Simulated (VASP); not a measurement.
**ZnS: single point with r2SCAN**

ZnS:

```
Zn S
1.0
     0.00000    2.85521    2.42693
     2.85521    0.00000    2.42693
     2.85521    2.85521    0.00000
Zn S
1 1
Direct
  0.00000 0.00000 0.00000
  0.75000 0.75000 0.75000
```

This cell differs from its parent crystal: ratio of the length along z to the lengths across it x 0.85, volume and fractional coordinates fixed.

```yaml
Program: VASP 6.6.1
Task: single point
Functional: r2SCAN
Potentials_or_basis: VASP PAW PBE potentials, release 64 (Zn, S)
Cutoff: 520 eV
k_mesh: 8 × 8 × 8
Occupations: gaussian, width 0.05 eV
Spin: no spin polarisation
Dipole_correction: no
Further_INCAR_settings: ALGO = Normal; EDIFF = 1e-06; NBANDS = 16
```

- Pressure: -1.5 GPa
- Band gap on the k mesh: 2.33 eV, direct

Stress tensor (GPa, compression positive):
```
-3.20  0.00  0.00
 0.00 -3.20  0.00
 0.00  0.00  1.96
```

Levels at points of the mesh, in eV from the valence-band top:
```
           k point  band 5  band 6  band 7  band 8  band 9  band 10  band 11  band 12  band 13  band 14
(0.00, 0.00, 0.00)   -6.22   -6.19   -0.43   -0.43    0.00     2.33     6.83     6.85     6.85    10.75
(0.50, 0.00, 0.00)   -6.14   -6.02   -5.49   -1.52   -0.75     3.25     6.51     8.29     9.36    12.20
(0.50, 0.50, 0.00)   -6.10   -5.82   -4.14   -3.02   -3.02     3.10     3.15    12.30    12.30    12.61
(0.50, 0.00, 0.50)   -6.17   -6.08   -5.09   -2.29   -1.95     3.85     4.88    10.64    11.38    12.05
```

It took 58 s on 1 thread of Intel(R) Xeon(R) 6975P-C (Granite Rapids), on a shared host, peak memory 0.18 GiB.

Caveat: the PAW data sets were made with another functional, which shifts forces and pressure a little.
